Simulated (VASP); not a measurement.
# BeB (P-6m2) in VASP: relaxation of cell and atoms with PBE

Aim: the relaxation of cell and atoms of BeB with PBE.

Everything below comes from runs of VASP 6.6.1. Logs are shortened: lines on timing, memory, paths and dates and some standing lists are left out, and cuts for length are marked.

**1. The cell of the first run**

The structure is hexagonal, space group P-6m2 (No. 187). Conventional cell: a = 3.120 Å, b = 3.120 Å, c = 1.831 Å, α = 90.00°, β = 90.00°, γ = 120.00°. Be (site symmetry -6m2) has 2 Be at 1.83 Å and 6 B at 2.02 Å within 2.4 Å. B (site symmetry -6m2) has 2 B at 1.83 Å and 6 Be at 2.02 Å within 2.4 Å.

**2. Relaxation of cell and atoms, PBE**

Contents of INCAR:

```
SYSTEM = BeB
PREC     = Accurate       ! precision mode
ENCUT    = 600            ! plane-wave cutoff, eV
EDIFF    = 1E-6           ! SCF threshold, eV
ISMEAR   = 0              ! smearing method
SIGMA    = 0.1            ! smearing width, eV
LREAL    = .FALSE.        ! projectors in reciprocal space
LASPH    = .TRUE.         ! aspherical terms in the spheres
NELM     = 80             ! most SCF steps
ALGO     = Normal         ! electronic algorithm
ISIF     = 3              ! what is computed and relaxed
LWAVE    = .FALSE.        ! write WAVECAR
LCHARG   = .FALSE.        ! write CHGCAR
GGA      = PE             ! functional
IBRION   = 2              ! ionic algorithm
NSW      = 100            ! ionic steps
EDIFFG   = -0.01          ! ionic threshold
```

Contents of KPOINTS:

```
Automatic mesh
0
G
  24 24 30
  0 0 0
```

Contents of POSCAR:

```
BeB
1.0
    3.1198045714      0.0000000000      0.0000000000
   -1.5599022857      2.7018300137      0.0000000000
    0.0000000000      0.0000000000      1.8305847268
Be B
1 1
Direct
    0.0000000000      0.0000000000      0.0000000000
    0.6666666667      0.3333333333      0.5000000000
```

Potentials or basis: VASP PAW PBE potentials, release 64 (Be, B).

Run with:

```console
cat potpaw_PBE.64/Be/POTCAR potpaw_PBE.64/B/POTCAR > POTCAR
mpirun -np 1 vasp_std > vasp.out
```

OUTCAR:

```text
SYSTEM = BeB
   PREC = Accurate
   ENCUT = 600
   EDIFF = 1E-6
   ISMEAR = 0
   LREAL = .FALSE.
   LASPH = .TRUE.
   NELM = 80
   ISIF = 3
   GGA = PE
   IBRION = 2
   NSW = 100
   EDIFFG = -0.01

 ion  position               nearest neighbor table
   1  0.000  0.000  0.000-   2 2.02   2 2.02   2 2.02   2 2.02   2 2.02   2 2.02
   2  0.667  0.333  0.500-   1 2.02   1 2.02   1 2.02   1 2.02   1 2.02   1 2.02

  LATTYP: Found a hexagonal cell.
 ALAT       =     3.1198045714
 C/A-ratio  =     0.5867626272

  Lattice vectors:

 A1 = (   3.1198045714,   0.0000000000,   0.0000000000)
 A2 = (  -1.5599022857,   2.7018300137,   0.0000000000)
 A3 = (   0.0000000000,   0.0000000000,   1.8305847268)

Analysis of symmetry for initial positions (statically):
=====================================================================
 Subroutine PRICEL returns:
 Original cell was already a primitive cell.

 Routine SETGRP: Setting up the symmetry group for a
 hexagonal supercell.

 Subroutine GETGRP returns: Found 12 space group operations
 (whereof 12 operations were pure point group operations)
 out of a pool of 24 trial point group operations.

The static configuration has the point symmetry D_3h.

Analysis of symmetry for dynamics (positions and initial velocities):
=====================================================================
 Subroutine PRICEL returns:
 Original cell was already a primitive cell.

 Routine SETGRP: Setting up the symmetry group for a
 hexagonal supercell.

 Subroutine GETGRP returns: Found 12 space group operations
 (whereof 12 operations were pure point group operations)
 out of a pool of 24 trial point group operations.

The dynamic configuration has the point symmetry D_3h.

 Subroutine INISYM returns: Found 12 space group operations
 (whereof 12 operations are pure point group operations),
 and found     1 'primitive' translations

----------------------------------------------------------------------------------------

                                     Primitive cell

  volume of cell :      15.4303

  direct lattice vectors                    reciprocal lattice vectors
     3.119804571  0.000000000  0.000000000     0.320532898  0.185059755  0.000000000
    -1.559902286  2.701830014  0.000000000     0.000000000  0.370119510  0.000000000
[... 91 lines left out ...]
   ISIF   =      3    stress and relaxation
   ISYM   =      2    0-nonsym 1-usesym 2-fastsym
   POTIM  = 0.5000    time-step for ionic-motion
   TEBEG  =    0.0;   TEEND  =   0.0 temperature during run
   PSTRESS=    0.0 pullay stress
   NELECT =       5.0000    total number of electrons
   NUPDOWN=      -1.0000    fix difference up-down
   EMIN   =  10.00;   EMAX   =-10.00  energy-range for DOS
   EFERMI =   0.00;   METHOD = LEGACY
   ISMEAR =     0;   SIGMA  =   0.10  broadening in eV -4-tet -1-fermi 0-gaus
   EFERMI_NEDOS =   21; number of points for ismear=-14 and -15
   IALGO  =     38    algorithm
   IMIX   =      4    mixing-type and parameters
     AMIX     =   0.40;   BMIX     =  1.00
     AMIX_MAG =   1.60;   BMIX_MAG =  1.00
  volume/ion in A,a.u.               =       7.72        52.06
  Fermi-wavevector in a.u.,A,eV,Ry     =   1.124449  2.124900 17.203009  1.264385
  Thomas-Fermi vector in A             =   2.261121
   LORBIT       =      0    0 simple, 1 ext, 2 COOP (PROOUT), +10 PAW based schemes
   GGA     = PE    functional components
   LHFCALC =     F    Hartree Fock is set to
   AEXX    =    0.0000 exact exchange contribution
   IVDW    =     0    specifies the selected vdW correction
   LEPSILON=     F    determine dielectric tensor
   LRPA    =     F    only Hartree local field effects (RPA)
 conjugate gradient relaxation of ions
 non-spin polarized calculation
 Gauss-broadening in eV      SIGMA  =   0.10
  energy-cutoff  :      600.00
  volume of cell :       15.43
 maximum number of plane-waves:       530
 NGX is ok and might be reduce to    28
   NGX = 13   NGY = 13   NGZ =  7

--------------------------------------- Ionic step        1  -------------------------------------------

 number of electron       5.0000000 magnetization

 Free energy of the ion-electron system (eV)
  ---------------------------------------------------
  ext. energy  EPLUGINS =         0.00000000
  ---------------------------------------------------
  free energy    TOTEN  =       -10.12978654 eV

  energy without entropy =      -10.12859853  energy(sigma->0) =      -10.12919253

------------------------ aborting loop because EDIFF is reached ----------------------------------------

  FORCE on cell =-STRESS in cart. coord.  units (eV):
  Direction    XX          YY          ZZ          XY          YZ          ZX
  --------------------------------------------------------------------------------------
  -------------------------------------------------------------------------------------
  Total       -0.0044367     -0.0044367     -0.0882371     -0.0000000     -0.0000000      0.0000000
  in kB       -0.4606733     -0.4606733     -9.1619219     -0.0000000     -0.0000000      0.0000000
  external PRESSURE =      -3.3610895 kB  Pullay stress =       0.0000000 kB
[... 59 lines left out ...]
--------------------------------------- Ionic step        3  -------------------------------------------

 number of electron       5.0000000 magnetization

 Free energy of the ion-electron system (eV)
  ---------------------------------------------------
  ext. energy  EPLUGINS =         0.00000000
  ---------------------------------------------------
  free energy    TOTEN  =       -10.12984706 eV

  energy without entropy =      -10.12866538  energy(sigma->0) =      -10.12925622

 E-fermi :   5.4641     XC(G=0): -10.9913

 val. band max:        5.4605694907   @ k =   0.1667   0.1667   0.2667
 cond. band min:       5.4668080507   @ k =   0.1667   0.0000   0.3333
 fundamental gap:      0.0062385600
 Fermi energy:         5.4640971364

 k-point     1 :       0.0000    0.0000    0.0000
  band No.  band energies     occupation
      1      -7.1187      2.00000
      2       5.0350      2.00000
      3       5.0350      2.00000
      4      11.8086      0.00000
      5      11.8086      0.00000
      6      13.1690      0.00000
[... 199 lines left out ...]
 k-point    24 :       0.4583    0.0417    0.0000
  band No.  band energies     occupation
      1      -4.4849      2.00000
      2      -1.6729      2.00000
      3       2.5799      2.00000
      4      10.4343      0.00000
      5      20.3517      0.00000
      6      21.3699      0.00000

 [... further k-points ...]
[... 5 lines left out ...]
  --------------------------------------------------------------------------------------
  -------------------------------------------------------------------------------------
  Total       -0.0014655     -0.0014655      0.0000010      0.0000000      0.0000000     -0.0000000
  in kB       -0.1523875     -0.1523875      0.0001088      0.0000000      0.0000000     -0.0000000
  external PRESSURE =      -0.1015554 kB  Pullay stress =       0.0000000 kB
[... 17 lines left out ...]
  FREE ENERGIE OF THE ION-ELECTRON SYSTEM (eV)
  ---------------------------------------------------
  free  energy   TOTEN  =       -10.1298470650 eV

  energy  without entropy=      -10.1286653839  energy(sigma->0) =      -10.12925622

 reached required accuracy - stopping structural energy minimisation
```

OSZICAR:

```text
N       E                     dE             d eps       ncg     rms          rms(c)
DAV:   1     0.235432927846E+01    0.23543E+01   -0.25856E+03 11844   0.721E+02
DAV:   2    -0.102957020204E+02   -0.12650E+02   -0.12227E+02 16104   0.114E+02
DAV:   3    -0.104380150669E+02   -0.14231E+00   -0.14149E+00 15354   0.123E+01
[... 15 lines left out ...]
       N       E                     dE             d eps       ncg     rms          rms(c)
DAV:   1    -0.101298494904E+02   -0.23286E-04   -0.23054E-04 16248   0.158E-01    0.863E-03
DAV:   2    -0.101298481850E+02    0.13054E-05   -0.19582E-06 16116   0.142E-02    0.511E-03
DAV:   3    -0.101298470775E+02    0.11075E-05   -0.73535E-07  9462   0.768E-03    0.242E-04
DAV:   4    -0.101298470650E+02    0.12501E-07   -0.27972E-08  6432   0.202E-03
   3 F= -.10129847E+02 E0= -.10129256E+02  d E =-.605246E-04
```

It took 57 s on 1 thread of Intel Xeon 6975P-C (Granite Rapids), shared host; peak memory 0.25 GiB.

Results:

```
Free energy                           : -10.1298 eV
Relaxed volume                        : 7.70 Å³/atom
Relaxed cell                          : a = 3.120 Å, b = 3.120 Å, c = 1.828 Å, α = 90.00°, β = 90.00°, γ = 120.00°
Space group after relaxing (to 0.1 Å) : P-6m2 (No. 187)
Energy gained by relaxing             : 0.0 meV/atom
Ionic steps                           : 3
Pressure after relaxing               : 0.0 GPa
Band gap on the k mesh                : zero (an odd number of electrons rules out a gap without spin polarisation)
```

Final structure:
```yaml
crystal:
  lattice:
    - [3.11960, 0.00000, 0.00000]
    - [-1.55980, 2.70165, 0.00000]
    - [0.00000, 0.00000, 1.82816]
  atoms:
    - { symbol: Be, position: [0.00000, 0.00000, 0.00000] }
    - { symbol: B, position: [0.66667, 0.33333, 0.50000] }
```

Caveat: an odd number of electrons without spin polarisation forces a metal; a magnetic or distorted state may lie lower.
